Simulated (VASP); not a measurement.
# Mg (Fm-3m) in VASP: further runs, part 2 of 2

VASP 6.6.1. The steps go on from the part before.

## 3. Single point, revPBE (volume scaled by 1.04)

INCAR reads:

```
SYSTEM = Mg
PREC = Accurate ; ENCUT = 520
EDIFF = 1E-7 ; ISMEAR = -1
SIGMA = 0.1 ; LREAL = .False.
LASPH = .True. ; NELM = 60
ALGO = Normal ; ISIF = 2
LWAVE = .False. ; LCHARG = .False.
GGA = RE ; NBANDS = 7
```

KPOINTS reads:

```
regular mesh
0
Gamma
  13 13 13
  0 0 0
```

POSCAR reads:

```
Mg
1.0
    0.0000000000      2.3114054498      2.3114054498
    2.3114054498      0.0000000000      2.3114054498
    2.3114054498      2.3114054498      0.0000000000
Mg
1
Direct
    0.0000000000      0.0000000000      0.0000000000
```

Potentials or basis: VASP PAW PBE potentials, release 64 (Mg).

Started as:

```sh
cat potpaw_PBE.64/Mg/POTCAR > POTCAR
mpirun -np 1 vasp_std > vasp.out
```

Run time: 13 s. Hardware: 1 thread of Intel Xeon 8259CL, shared host; peak memory 0.14 GiB.

It converged, with:

```yaml
Free_energy: -1.3506 eV
Pressure: -1.4 GPa
Band_gap_on_the_k_mesh: zero (band 1 reaches 3.12 eV, above the bottom of band 2 at 1.33 eV)
```

Levels at points of the mesh, in eV from the Fermi level:
```csv
k point,band 1,band 2,band 3,band 4,band 5,band 6
"(0.00, 0.00, 0.00)",-6.62,11.92,11.92,11.92,13.55,13.55
```

Caveat: the PAW data sets were made with another functional, which shifts forces and pressure a little.

## 4. Single point, revPBE (volume scaled by 1.08)

INCAR reads:

```
SYSTEM = Mg
PREC = Accurate
ENCUT = 520
EDIFF = 1E-6
ISMEAR = -1
SIGMA = 0.1
LREAL = .False.
LASPH = .True.
NELM = 100
ALGO = Normal
ISIF = 2
LWAVE = .False.
LCHARG = .True.
GGA = RE
LELF = .True.
LVHAR = .True.
NBANDS = 7
```

KPOINTS is that of step 3.

POSCAR reads:

```
Mg
1.0
    0.0000000000      2.3406668530      2.3406668530
    2.3406668530      0.0000000000      2.3406668530
    2.3406668530      2.3406668530      0.0000000000
Mg
1
Direct
    0.0000000000      0.0000000000      0.0000000000
```

Potentials or basis: VASP PAW PBE potentials, release 64 (Mg).

Started as:

```sh
cat potpaw_PBE.64/Mg/POTCAR > POTCAR
mpirun -np 1 vasp_std > vasp.out
```

OUTCAR:

```text
SYSTEM = Mg
   PREC = Accurate
   ENCUT = 520
   EDIFF = 1E-6
   ISMEAR = -1
   LREAL = .False.
   LASPH = .True.
   NELM = 100
   ISIF = 2
   GGA = RE

 ion  position               nearest neighbor table
   1  0.000  0.000  0.000-

  LATTYP: Found a face centered cubic cell.
 ALAT       =     4.6813337060

  Lattice vectors:

 A1 = (   0.0000000000,   2.3406668530,   2.3406668530)
 A2 = (   2.3406668530,   0.0000000000,   2.3406668530)
 A3 = (   2.3406668530,   2.3406668530,   0.0000000000)

Analysis of symmetry for initial positions (statically):
=====================================================================
 Subroutine PRICEL returns:
 Original cell was already a primitive cell.

 Routine SETGRP: Setting up the symmetry group for a
 face centered cubic supercell.

 Subroutine GETGRP returns: Found 48 space group operations
 (whereof 48 operations were pure point group operations)
 out of a pool of 48 trial point group operations.

The static configuration has the point symmetry O_h .

Analysis of symmetry for dynamics (positions and initial velocities):
[... 158 lines left out ...]

 val. band max:        2.1534404118   @ k =  -0.3077   0.3846   0.0769
 cond. band min:       2.2040160280   @ k =   0.4615   0.0769   0.0000
 fundamental gap:      0.0505756162
 Fermi energy:         2.1645294014

 k-point     1 :       0.0000    0.0000    0.0000
  band No.  band energies     occupation
      1      -4.3006      2.00000
      2      13.8571      0.00000
      3      13.8571      0.00000
      4      13.8571      0.00000
      5      15.2997      0.00000
      6      15.2997      0.00000
      7      15.2997      0.00000
[... 221 lines left out ...]
 k-point    24 :       0.4615    0.1538    0.0000
  band No.  band energies     occupation
      1      -0.4615      2.00000
      2       3.0812      0.00021
      3       9.5408      0.00000
      4      10.5692      0.00000
      5      11.7372      0.00000
      6      16.5777      0.00000
      7      18.1077      0.00000

 [... further k-points ...]

------------------------ aborting loop because EDIFF is reached ----------------------------------------

  FORCE on cell =-STRESS in cart. coord.  units (eV):
  Direction    XX          YY          ZZ          XY          YZ          ZX
  --------------------------------------------------------------------------------------
  -------------------------------------------------------------------------------------
  Total       -0.3764697     -0.3764697     -0.3764697     -0.0000000      0.0000000     -0.0000000
  in kB      -23.5175346    -23.5175346    -23.5175346     -0.0000000      0.0000000     -0.0000000
  external PRESSURE =     -23.5175346 kB  Pullay stress =       0.0000000 kB

 VOLUME and BASIS-vectors are now :
 -----------------------------------------------------------------------------
  energy-cutoff  :      520.00
  volume of cell :       25.65
      direct lattice vectors                 reciprocal lattice vectors
     0.000000000  2.340666853  2.340666853    -0.213614338  0.213614338  0.213614338
     2.340666853  0.000000000  2.340666853     0.213614338 -0.213614338  0.213614338
     2.340666853  2.340666853  0.000000000     0.213614338  0.213614338 -0.213614338

 POSITION                                       TOTAL-FORCE (eV/Angst)
 -----------------------------------------------------------------------------------
      0.00000      0.00000      0.00000         0.000000      0.000000     -0.000000
 -----------------------------------------------------------------------------------
    total drift:                                0.000000     -0.000000     -0.000000

  FREE ENERGIE OF THE ION-ELECTRON SYSTEM (eV)
  ---------------------------------------------------
  free  energy   TOTEN  =        -1.3394888953 eV

  energy  without entropy=       -1.3236704276  energy(sigma->0) =       -1.33157966
```

stdout:

```text
POSCAR found type information on POSCAR Mg
 POSCAR found :  1 types and       1 ions
 scaLAPACK will be used
 -----------------------------------------------------------------------------
|                                                                             |
|                                                                             |
|     You enforced a specific xc type in the INCAR file but a different       |
|     I HOPE YOU KNOW WHAT YOU ARE DOING!                                     |
|                                                                             |
 -----------------------------------------------------------------------------

 LDA part: xc-table for (Slater+PW92), standard interpolation
 POSCAR, INCAR and KPOINTS ok, starting setup
 FFT: planning ... GRIDC
 FFT: planning ... GRID_SOFT
 FFT: planning ... GRID
 WAVECAR not read
 entering main loop
```

It took 25 s on 1 thread of Intel Xeon 8259CL, shared host; peak memory 0.16 GiB.

What came out:

```
Free energy            : -1.3395 eV
Pressure               : -2.4 GPa
Band gap on the k mesh : zero (band 1 reaches 2.93 eV, above the bottom of band 2 at 1.15 eV)
```

Caveat: the PAW data sets were made with another functional, which shifts forces and pressure a little.

## 5. Single point, revPBE (volume scaled by 1.12)

INCAR reads:

```
PREC     = Accurate       # precision mode
ENCUT    = 520            # plane-wave cutoff, eV
EDIFF    = 1E-6           # SCF threshold, eV
ISMEAR   = -1             # smearing method
SIGMA    = 0.1            # smearing width, eV
LREAL    = F              # projectors in reciprocal space
LASPH    = T              # aspherical terms in the spheres
NELM     = 80             # most SCF steps
ALGO     = Normal         # electronic algorithm
ISIF     = 2              # what is computed and relaxed
LWAVE    = F              # write WAVECAR
LCHARG   = F              # write CHGCAR
GGA      = RE             # functional
NBANDS   = 7              # bands
```

KPOINTS reads:

```
regular mesh
0
Gamma
  13 13 13
```

POSCAR reads:

```
Mg
1.0
    0.0000000000      2.3692143842      2.3692143842
    2.3692143842      0.0000000000      2.3692143842
    2.3692143842      2.3692143842      0.0000000000
Mg
1
Direct
    0.0000000000      0.0000000000      0.0000000000
```

Started as:

```sh
cat potpaw_PBE.64/Mg/POTCAR > POTCAR
mpirun -np 1 vasp_std > vasp.out
```

It took 25 s on 1 thread of Intel Xeon 8259CL, shared host; peak memory 0.16 GiB.

Results (log left out):

```yaml
Free_energy: -1.3231 eV
Pressure: -3.2 GPa
Band_gap_on_the_k_mesh: zero (band 1 reaches 2.76 eV, above the bottom of band 2 at 0.98 eV)
```

Levels at points of the mesh, in eV from the Fermi level:
```
           k point  band 1  band 2  band 3  band 4  band 5
(0.00, 0.00, 0.00)   -6.32   11.48   11.48   11.48   12.75
```

Caveat: the PAW data sets were made with another functional, which shifts forces and pressure a little.

## 6. Single point, revPBE

INCAR reads:

```
SYSTEM = Mg
PREC = Accurate
ENCUT = 520
EDIFF = 1E-6
ISMEAR = -1
SIGMA = 0.1
LREAL = .FALSE.
LASPH = .TRUE.
NELM = 80
ALGO = Normal
ISIF = 2
LWAVE = .FALSE.
LCHARG = .FALSE.
GGA = RE
NBANDS = 7
```

KPOINTS reads:

```
Automatic mesh
0
G
  19 19 19
  0 0 0
```

POSCAR reads:

```
Mg
1.0
    0.0000000000      2.2813837991      2.2813837991
    2.2813837991      0.0000000000      2.2813837991
    2.2813837991      2.2813837991      0.0000000000
Mg
1
Direct
    0.0000000000      0.0000000000      0.0000000000
```

Potentials or basis: VASP PAW PBE potentials, release 64 (Mg).

Started as:

```sh
cat potpaw_PBE.64/Mg/POTCAR > POTCAR
mpirun -np 1 vasp_std > vasp.out
```

Run time: 28 s. Hardware: 1 thread of Intel Xeon 8259CL, shared host; peak memory 0.16 GiB.

The run converged. Its results:

* Free energy: -1.3550 eV
* Pressure: -0.2 GPa
* Band gap on the k mesh: zero (band 1 reaches 3.75 eV, above the bottom of band 2 at 1.40 eV)

Levels at points of the mesh, in eV from the Fermi level:
```
           k point  band 1  band 2  band 3  band 4  band 5  band 6
(0.00, 0.00, 0.00)   -6.76   12.18   12.18   12.18   14.00   14.00
```

Caveat: the PAW data sets were made with another functional, which shifts forces and pressure a little.

## 7. Overview

```csv
cell,k mesh,gap on the mesh (eV),pressure (GPa)
"a = 3.226 Å, angles 60.0°, 1 atom",13 × 13 × 13,none,-0.1
"a = 3.269 Å, angles 60.0°, 1 atom",13 × 13 × 13,none,-1.4
"a = 3.310 Å, angles 60.0°, 1 atom",13 × 13 × 13,none,-2.4
"a = 3.351 Å, angles 60.0°, 1 atom",13 × 13 × 13,none,-3.2
"a = 3.226 Å, angles 60.0°, 1 atom",19 × 19 × 19,none,-0.2
```

Alike in all rows: task single point; level revPBE; potentials or basis VASP PAW PBE potentials, release 64 (Mg); no spin polarisation; cutoff (eV) 520; smearing fermi-dirac 0.1 eV.

Caveats: the PAW data sets were made with another functional, which shifts forces and pressure a little.

Total energies depend on the potentials used, so only differences within one code and one set of settings carry meaning.
